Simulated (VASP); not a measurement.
# Hf (Fm-3m) in VASP: notebook

The runs below take Hf through single point, relaxation of cell and atoms, with PBE.

All numbers are computed with VASP 6.6.1; they aren't measurements. Logs are shortened: lines on timing, memory, paths and dates and some standing lists are left out, and cuts for length are marked.

## (1) The cell of the first run

Symmetry: Fm-3m, No. 225, cubic system. Conventional cell: a = 4.493 Å, b = 4.493 Å, c = 4.493 Å, α = 90.00°, β = 90.00°, γ = 90.00°. Within 4.2 Å of Hf (site symmetry m-3m) lie 12 Hf at 3.18 Å.

## (2) Single point, PBE

INCAR reads:

```
SYSTEM = Hf
ALGO     = Fast           ! electronic algorithm
EDIFF    = 1E-7           ! SCF threshold, eV
ENCUT    = 520            ! plane-wave cutoff, eV
GGA      = PE             ! functional
ISIF     = 2              ! what is computed and relaxed
ISMEAR   = 0              ! smearing method
LASPH    = .True.         ! aspherical terms in the spheres
LCHARG   = .False.        ! write CHGCAR
LREAL    = .False.        ! projectors in reciprocal space
LWAVE    = .False.        ! write WAVECAR
NBANDS   = 11             ! bands
NELM     = 80             ! most SCF steps
PREC     = Accurate       ! precision mode
SIGMA    = 0.1            ! smearing width, eV
```

KPOINTS reads:

```
k-points
0
Gamma
  8 8 8
  0 0 0
```

POSCAR reads:

```
Hf
1.0
    0.0000000000      2.2464239818      2.2464239818
    2.2464239818      0.0000000000      2.2464239818
    2.2464239818      2.2464239818      0.0000000000
Hf
1
Direct
    0.0000000000      0.0000000000      0.0000000000
```

Potentials or basis: VASP PAW PBE potentials, release 64 (Hf_pv).

Launch:

```
cat potpaw_PBE.64/Hf_pv/POTCAR > POTCAR
mpirun -np 1 vasp_std > vasp.out
```

OUTCAR:

```text
SYSTEM = Hf
   EDIFF = 1E-7
   ENCUT = 520
   GGA = PE
   ISIF = 2
   ISMEAR = 0
   LASPH = .True.
   LREAL = .False.
   NELM = 80
   PREC = Accurate

 ion  position               nearest neighbor table
   1  0.000  0.000  0.000-

  LATTYP: Found a face centered cubic cell.
 ALAT       =     4.4928479636

  Lattice vectors:

 A1 = (   0.0000000000,   2.2464239818,   2.2464239818)
 A2 = (   2.2464239818,   0.0000000000,   2.2464239818)
 A3 = (   2.2464239818,   2.2464239818,   0.0000000000)

Analysis of symmetry for initial positions (statically):
=====================================================================
 Subroutine PRICEL returns:
 Original cell was already a primitive cell.

 Routine SETGRP: Setting up the symmetry group for a
 face centered cubic supercell.

 Subroutine GETGRP returns: Found 48 space group operations
 (whereof 48 operations were pure point group operations)
 out of a pool of 48 trial point group operations.

The static configuration has the point symmetry O_h .

Analysis of symmetry for dynamics (positions and initial velocities):
=====================================================================
 Subroutine PRICEL returns:
 Original cell was already a primitive cell.

 Routine SETGRP: Setting up the symmetry group for a
 face centered cubic supercell.

 Subroutine GETGRP returns: Found 48 space group operations
 (whereof 48 operations were pure point group operations)
 out of a pool of 48 trial point group operations.

The dynamic configuration has the point symmetry O_h .

 Subroutine INISYM returns: Found 48 space group operations
 (whereof 48 operations are pure point group operations),
 and found     1 'primitive' translations

----------------------------------------------------------------------------------------

                                     Primitive cell

  volume of cell :      22.6728

  direct lattice vectors                    reciprocal lattice vectors
     0.000000000  2.246423982  2.246423982    -0.222575971  0.222575971  0.222575971
     2.246423982  0.000000000  2.246423982     0.222575971 -0.222575971  0.222575971
     2.246423982  2.246423982  0.000000000     0.222575971  0.222575971 -0.222575971

  length of vectors
     3.176923262  3.176923262  3.176923262     0.385512891  0.385512891  0.385512891

  position of ions in fractional coordinates (direct lattice)
     0.000000000  0.000000000  0.000000000

  ion indices of the primitive-cell ions
   primitive index   ion index
                 1           1

----------------------------------------------------------------------------------------

 KPOINTS: k-points

Automatic generation of k-mesh.
 Grid dimensions read from file:
 generate k-points for:    8    8    8

 Generating k-lattice:

  Cartesian coordinates                     Fractional coordinates (reciprocal lattice)
    -0.027821996  0.027821996  0.027821996     0.125000000  0.000000000  0.000000000
     0.027821996 -0.027821996  0.027821996     0.000000000  0.125000000  0.000000000
     0.027821996  0.027821996 -0.027821996     0.000000000  0.000000000  0.125000000

  Length of vectors
     0.048189111  0.048189111  0.048189111

  Shift w.r.t. Gamma in fractional coordinates (k-lattice)
     0.000000000  0.000000000  0.000000000

 Subroutine IBZKPT returns following result:
 ===========================================

 Found     29 irreducible k-points:

 Following reciprocal coordinates:
            Coordinates               Weight
  0.000000  0.000000  0.000000      1.000000
  0.125000  0.000000  0.000000      8.000000
  0.250000  0.000000  0.000000      8.000000
  0.375000  0.000000  0.000000      8.000000
  0.500000  0.000000  0.000000      4.000000
  0.125000  0.125000  0.000000      6.000000
[... 16 lines left out ...]
  0.500000  0.250000  0.125000     48.000000
 -0.375000  0.250000  0.125000     24.000000
 [... further k-points ...]
   k-points           NKPTS =     29   k-points in BZ     NKDIM =     29   number of bands    NBANDS=     11
   number of dos      NEDOS =    301   number of ions     NIONS =      1
   total plane-waves  NPLWV =  13824
   dimension x,y,z NGX =    24 NGY =   24 NGZ =   24
   dimension x,y,z NGXF=    48 NGYF=   48 NGZF=   48
   ions per type =               1
   NGX,Y,Z   is equivalent  to a cutoff of  12.56, 12.56, 12.56 a.u.
   NGXF,Y,Z  is equivalent  to a cutoff of  25.12, 25.12, 25.12 a.u.
 SYSTEM =  Hf
   PREC   = accura    normal or accurate (medium, high low for compatibility)
   ISTART =      0    job   : 0-new  1-cont  2-samecut
   ICHARG =      2    charge: 1-file 2-atom 10-const
   ISPIN  =      1    spin polarized calculation?
   LNONCOLLINEAR =      F non collinear calculations
   LSORBIT =      F    spin-orbit coupling
   LASPH  =      T    aspherical Exc in radial PAW
   ENCUT  =  520.0 eV  38.22 Ry    6.18 a.u.   5.91  5.91  5.91*2*pi/ulx,y,z
   NELM   =     80;   NELMIN=  2; NELMDL= -5     # of ELM steps
   EDIFF  = 0.1E-06   stopping-criterion for ELM
   LREAL  =      F    real-space projection
   EDIFFG = 0.1E-05   stopping-criterion for IOM
   NSW    =      0    number of steps for IOM
   IBRION =     -1    ionic relax: 0-MD 1-quasi-New 2-CG
   NFREE  =      0    steps in history (QN), initial steepest desc. (CG)
   ISIF   =      2    stress and relaxation
   ISYM   =      2    0-nonsym 1-usesym 2-fastsym
   POTIM  = 0.5000    time-step for ionic-motion
   TEBEG  =    0.0;   TEEND  =   0.0 temperature during run
   PSTRESS=    0.0 pullay stress
   NELECT =      10.0000    total number of electrons
   NUPDOWN=      -1.0000    fix difference up-down
   EMIN   =  10.00;   EMAX   =-10.00  energy-range for DOS
   EFERMI =   0.00;   METHOD = LEGACY
   ISMEAR =     0;   SIGMA  =   0.10  broadening in eV -4-tet -1-fermi 0-gaus
   EFERMI_NEDOS =   21; number of points for ismear=-14 and -15
   IALGO  =     68    algorithm
   IMIX   =      4    mixing-type and parameters
     AMIX     =   0.40;   BMIX     =  1.00
     AMIX_MAG =   1.60;   BMIX_MAG =  1.00
  volume/ion in A,a.u.               =      22.67       153.00
  Fermi-wavevector in a.u.,A,eV,Ry     =   1.246158  2.354897 21.128620  1.552910
  Thomas-Fermi vector in A             =   2.380348
   LORBIT       =      0    0 simple, 1 ext, 2 COOP (PROOUT), +10 PAW based schemes
   GGA     = PE    functional components
   LHFCALC =     F    Hartree Fock is set to
   AEXX    =    0.0000 exact exchange contribution
   IVDW    =     0    specifies the selected vdW correction
   LEPSILON=     F    determine dielectric tensor
   LRPA    =     F    only Hartree local field effects (RPA)
 non-spin polarized calculation
 RMM-DIIS sequential band-by-band and
 Gauss-broadening in eV      SIGMA  =   0.10
  energy-cutoff  :      520.00
  volume of cell :       22.67
 maximum number of plane-waves:       620
   NGX = 11   NGY = 11   NGZ = 11

 number of electron      10.0000000 magnetization

 number of electron       9.9999999 magnetization

 Free energy of the ion-electron system (eV)
  ---------------------------------------------------
  ext. energy  EPLUGINS =         0.00000000
  ---------------------------------------------------
  free energy    TOTEN  =        -9.84415801 eV

  energy without entropy =       -9.83676655  energy(sigma->0) =       -9.84046228

 E-fermi :   4.6818     XC(G=0): -11.2267

 val. band max:        4.6210058705   @ k =  -0.2500   0.2500   0.0000
 cond. band min:       4.7323408725   @ k =   0.3750   0.0000   0.0000
 fundamental gap:      0.1113350020
 Fermi energy:         4.6818429368

 k-point     1 :       0.0000    0.0000    0.0000
  band No.  band energies     occupation
      1     -25.4263      2.00000
      2     -25.4263      2.00000
      3     -25.4263      2.00000
      4      -2.5169      2.00000
      5       6.0382      0.00000
      6       6.0382      0.00000
      7       6.0382      0.00000
      8       8.7828      0.00000
      9       8.7828      0.00000
     10      15.9113      0.00000
     11      17.6597      0.00000

 k-point     2 :       0.1250    0.0000    0.0000
  band No.  band energies     occupation
      1     -25.5461      2.00000
      2     -25.4416      2.00000
      3     -25.4416      2.00000
      4      -1.9921      2.00000
      5       5.5477      0.00000
      6       6.2652      0.00000
      7       6.2652      0.00000
      8       8.5620      0.00000
      9       8.5620      0.00000
     10      16.9656      0.00000
     11      18.3656      0.00000

 k-point     3 :       0.2500    0.0000    0.0000
  band No.  band energies     occupation
      1     -25.8258      2.00000
      2     -25.4784      2.00000
      3     -25.4784      2.00000
      4      -0.6581      2.00000
      5       4.7729      0.19775
      6       6.3890      0.00000
      7       6.3890      0.00000
      8       8.7776      0.00000
      9       8.7776      0.00000
     10      15.9291      0.00000
     11      19.0342      0.00000

 k-point     4 :       0.3750    0.0000    0.0000
  band No.  band energies     occupation
      1     -26.0931      2.00000
      2     -25.5149      2.00000
      3     -25.5149      2.00000
      4       0.6433      2.00000
      5       4.7323      0.47514
      6       6.0199      0.00000
      7       6.0199      0.00000
      8      10.0284      0.00000
      9      10.0284      0.00000
     10      14.5108      0.00000
     11      17.0567      0.00000

 k-point     5 :       0.5000    0.0000    0.0000
  band No.  band energies     occupation
      1     -26.2005      2.00000
      2     -25.5299      2.00000
      3     -25.5299      2.00000
      4       1.0476      2.00000
      5       5.1871      0.00000
      6       5.8257      0.00000
      7       5.8257      0.00000
      8      10.8548      0.00000
      9      10.8548      0.00000
     10      13.8530      0.00000
     11      15.5359      0.00000
[... 211 lines left out ...]
 k-point    21 :       0.5000    0.5000    0.0000
  band No.  band energies     occupation
      1     -26.1522      2.00000
      2     -25.7053      2.00000
      3     -25.7053      2.00000
      4       1.4542      2.00000
      5       2.5619      2.00000
      6       7.0946      0.00000
      7      10.8689      0.00000
      8      11.4619      0.00000
      9      11.4619      0.00000
     10      14.4381      0.00000
     11      14.4381      0.00000

 k-point    22 :       0.3750    0.2500    0.1250
  band No.  band energies     occupation
      1     -25.8918      2.00000
      2     -25.6221      2.00000
      3     -25.5265      2.00000
      4       0.4726      2.00000
      5       4.0816      2.00000
      6       5.5090      0.00000
      7       7.6167      0.00000
      8       7.8080      0.00000
      9      10.4204      0.00000
     10      17.1845      0.00000
     11      17.6860      0.00000

 k-point    23 :       0.5000    0.2500    0.1250
  band No.  band energies     occupation
      1     -26.0343      2.00000
      2     -25.7079      2.00000
      3     -25.5709      2.00000
      4       1.8468      2.00000
      5       3.9654      2.00000
      6       4.7594      0.27262
      7       7.2296      0.00000
      8       9.3587      0.00000
      9      11.6897      0.00000
     10      14.6883      0.00000
     11      18.7271      0.00000

 k-point    24 :      -0.3750    0.2500    0.1250
  band No.  band energies     occupation
      1     -26.0948      2.00000
      2     -25.7349      2.00000
      3     -25.5948      2.00000
      4       2.3834      2.00000
      5       3.8019      2.00000
      6       5.0217      0.00000
      7       6.9790      0.00000
      8      10.2573      0.00000
      9      12.3065      0.00000
     10      12.9132      0.00000
     11      18.3601      0.00000

 [... further k-points ...]

------------------------ aborting loop because EDIFF is reached ----------------------------------------

  FORCE on cell =-STRESS in cart. coord.  units (eV):
  Direction    XX          YY          ZZ          XY          YZ          ZX
  --------------------------------------------------------------------------------------
  -------------------------------------------------------------------------------------
  Total       -0.1191151     -0.1191151     -0.1191151     -0.0000000     -0.0000000      0.0000000
  in kB       -8.4172911     -8.4172911     -8.4172911     -0.0000000     -0.0000000      0.0000000
  external PRESSURE =      -8.4172911 kB  Pullay stress =       0.0000000 kB

 VOLUME and BASIS-vectors are now :
 -----------------------------------------------------------------------------
  energy-cutoff  :      520.00
  volume of cell :       22.67
      direct lattice vectors                 reciprocal lattice vectors
     0.000000000  2.246423982  2.246423982    -0.222575971  0.222575971  0.222575971
     2.246423982  0.000000000  2.246423982     0.222575971 -0.222575971  0.222575971
     2.246423982  2.246423982  0.000000000     0.222575971  0.222575971 -0.222575971

 POSITION                                       TOTAL-FORCE (eV/Angst)
 -----------------------------------------------------------------------------------
      0.00000      0.00000      0.00000         0.000000      0.000000      0.000000
 -----------------------------------------------------------------------------------
    total drift:                               -0.000000      0.000000      0.000000

  FREE ENERGIE OF THE ION-ELECTRON SYSTEM (eV)
  ---------------------------------------------------
  free  energy   TOTEN  =        -9.8441580077 eV

  energy  without entropy=       -9.8367665470  energy(sigma->0) =       -9.84046228
```

It took 7.1 s on 1 thread of Intel Xeon 6975P-C, shared host; peak memory 0.14 GiB.

Results:

- Free energy: -9.8442 eV
- Pressure: -0.8 GPa
- Band gap on the k mesh: zero (band 5 reaches 6.04 eV, above the bottom of band 6 at 4.25 eV)

Levels at points of the mesh, in eV from the Fermi level:
```csv
k point,band 1,band 2,band 3,band 4,band 5,band 6,band 7,band 8,band 9,band 10
"(0.00, 0.00, 0.00)",-30.11,-30.11,-30.11,-7.20,1.36,1.36,1.36,4.10,4.10,11.23
"(0.50, 0.00, 0.00)",-30.88,-30.21,-30.21,-3.63,0.51,1.14,1.14,6.17,6.17,9.17
"(0.50, 0.50, 0.00)",-30.83,-30.39,-30.39,-3.23,-2.12,2.41,6.19,6.78,6.78,9.76
```

Caveat: spin-orbit coupling is left out, which moves the levels of the heavy elements.

## (3) Single point, PBE

This run uses another cell than the first one, of 22.56 Å³/atom, 0.995 times its volume.

INCAR reads:

```
SYSTEM = Hf
ALGO = Fast
EDIFF = 1E-6
ENCUT = 520
GGA = PE
ISIF = 2
ISMEAR = 0
LASPH = .True.
LCHARG = .False.
LREAL = .False.
LWAVE = .False.
NBANDS = 11
NELM = 60
PREC = Accurate
SIGMA = 0.1
```

KPOINTS reads:

```
k-points
0
Gamma
  16 16 16
  0 0 0
```

POSCAR reads:

```
Hf
1.0
    0.0000000000      2.2425998490      2.2425998490
    2.2425998490      0.0000000000      2.2425998490
    2.2425998490      2.2425998490      0.0000000000
Hf
1
Direct
    0.0000000000      0.0000000000      0.0000000000
```

Potentials or basis: VASP PAW PBE potentials, release 64 (Hf_pv).

Launch:

```
cat potpaw_PBE.64/Hf_pv/POTCAR > POTCAR
mpirun -np 1 vasp_std > vasp.out
```

Run time: 19 s. Hardware: 1 thread of Intel Xeon 6975P-C, shared host; peak memory 0.16 GiB.

Results (log left out):

| Quantity | Value |
| --- | --- |
| Free energy | -9.8550 eV |
| Pressure | -0.4 GPa |
| Band gap on the k mesh | zero (band 5 reaches 6.08 eV, above the bottom of band 6 at 4.29 eV) |

Levels at points of the mesh, in eV from the Fermi level:
```
           k point  band 2  band 3  band 4  band 5  band 6  band 7  band 8  band 9
(0.00, 0.00, 0.00)  -30.04  -30.04   -7.18    1.40    1.40    1.40    4.16    4.16
(0.50, 0.00, 0.00)  -30.15  -30.15   -3.61    0.56    1.19    1.19    6.25    6.25
(0.50, 0.50, 0.00)  -30.33  -30.33   -3.21   -2.09    2.48    6.26    6.87    6.87
```

Caveat: spin-orbit coupling is left out, which moves the levels of the heavy elements.

## (4) Relaxation of cell and atoms, PBE

INCAR reads:

```
SYSTEM = Hf
ALGO = Fast
EDIFF = 1E-6
EDIFFG = -0.01
ENCUT = 600
GGA = PE
IBRION = 2
ISIF = 3
ISMEAR = 0
LASPH = .TRUE.
LCHARG = .FALSE.
LREAL = .FALSE.
LWAVE = .FALSE.
NELM = 80
NSW = 80
PREC = Accurate
SIGMA = 0.1
```

KPOINTS reads:

```
k-points
0
G
  16 16 16
  0 0 0
```

POSCAR reads:

```
Hf
1.0
    0.0000000000      2.2464239818      2.2464239818
    2.2464239818      0.0000000000      2.2464239818
    2.2464239818      2.2464239818      0.0000000000
Hf
1
Direct
    0.0000000000      0.0000000000      0.0000000000
```

Launch:

```
cat potpaw_PBE.64/Hf_pv/POTCAR > POTCAR
mpirun -np 1 vasp_std > vasp.out
```

Run time: 97 s. Hardware: 1 thread of Intel Xeon 6975P-C, shared host; peak memory 0.19 GiB.

The run converged. Its results:

| Quantity | Value |
| --- | --- |
| Free energy | -9.8553 eV |
| Relaxed volume | 22.45 Å³/atom |
| Relaxed cell | a = 3.166 Å, b = 3.166 Å, c = 3.166 Å, α = 60.00°, β = 60.00°, γ = 60.00° |
| Space group after relaxing (to 0.05 Å) | Fm-3m (No. 225) |
| Energy gained by relaxing | 0.7 meV/atom |
| Ionic steps | 3 |
| Pressure after relaxing | 0.0 GPa |
| Band gap on the k mesh | zero (band 5 reaches 6.12 eV, above the bottom of band 6 at 4.32 eV) |

Step by step:
```csv
step,energy change (eV),largest force (eV/Å),pressure (GPa),volume (Å³)
1,0.0000,0.0000,-0.87,22.67
2,-0.0002,0.0000,0.91,22.27
3,-0.0007,0.0000,0.02,22.45
```

Final structure:
```
Hf
1.0
     0.00000    2.23897    2.23897
     2.23897    0.00000    2.23897
     2.23897    2.23897    0.00000
Hf
1
Direct
  0.00000 0.00000 0.00000
```

Levels at points of the mesh, in eV from the Fermi level:
```csv
k point,band 3,band 4,band 5,band 6,band 7,band 8
"(0.00, 0.00, 0.00)",-30.02,-7.20,1.40,1.40,1.40,4.18
"(0.50, 0.00, 0.00)",-30.13,-3.62,0.57,1.19,1.19,6.29
"(0.50, 0.50, 0.00)",-30.31,-3.23,-2.11,2.50,6.30,6.91
```

Caveat: spin-orbit coupling is left out, which moves the levels of the heavy elements.

## (5) Single point, PBE

INCAR reads:

```
SYSTEM = Hf
ALGO     = Fast           ! electronic algorithm
EDIFF    = 1E-7           ! SCF threshold, eV
ENCUT    = 520            ! plane-wave cutoff, eV
GGA      = PE             ! functional
ISIF     = 2              ! what is computed and relaxed
ISMEAR   = 0              ! smearing method
LASPH    = .True.         ! aspherical terms in the spheres
LCHARG   = .False.        ! write CHGCAR
LREAL    = .False.        ! projectors in reciprocal space
LWAVE    = .False.        ! write WAVECAR
NBANDS   = 11             ! bands
NELM     = 80             ! most SCF steps
PREC     = Accurate       ! precision mode
SIGMA    = 0.1            ! smearing width, eV
```

KPOINTS reads:

```
k-points
0
Gamma
  8 8 8
  0 0 0
```

POSCAR reads:

```
Hf
1.0
    0.0000000000      2.2464239819      2.2464239819
    2.2464239819      0.0000000000      2.2464239819
    2.2464239819      2.2464239819      0.0000000000
Hf
1
Direct
    0.0000000000      0.0000000000      0.0000000000
```

Launch:

```
cat potpaw_PBE.64/Hf_pv/POTCAR > POTCAR
mpirun -np 1 vasp_std > vasp.out
```

Run time: 5.6 s. Hardware: 1 thread of Intel Xeon Platinum 8488C (Sapphire Rapids), shared host; peak memory 0.13 GiB.

It converged, with:

```
Free energy            : -9.8442 eV
Pressure               : -0.8 GPa
Band gap on the k mesh : zero (band 5 reaches 6.04 eV, above the bottom of band 6 at 4.25 eV)
```

Levels at points of the mesh, in eV from the Fermi level:
| k point | band 1 | band 2 | band 3 | band 4 | band 5 | band 6 | band 7 | band 8 | band 9 | band 10 |
| --- | --- | --- | --- | --- | --- | --- | --- | --- | --- | --- |
| (0.00, 0.00, 0.00) | -30.11 | -30.11 | -30.11 | -7.20 | 1.36 | 1.36 | 1.36 | 4.10 | 4.10 | 11.23 |
| (0.50, 0.00, 0.00) | -30.88 | -30.21 | -30.21 | -3.63 | 0.51 | 1.14 | 1.14 | 6.17 | 6.17 | 9.17 |
| (0.50, 0.50, 0.00) | -30.83 | -30.39 | -30.39 | -3.23 | -2.12 | 2.41 | 6.19 | 6.78 | 6.78 | 9.76 |

Caveat: spin-orbit coupling is left out, which moves the levels of the heavy elements.

(Continued in part 2 of 2.)
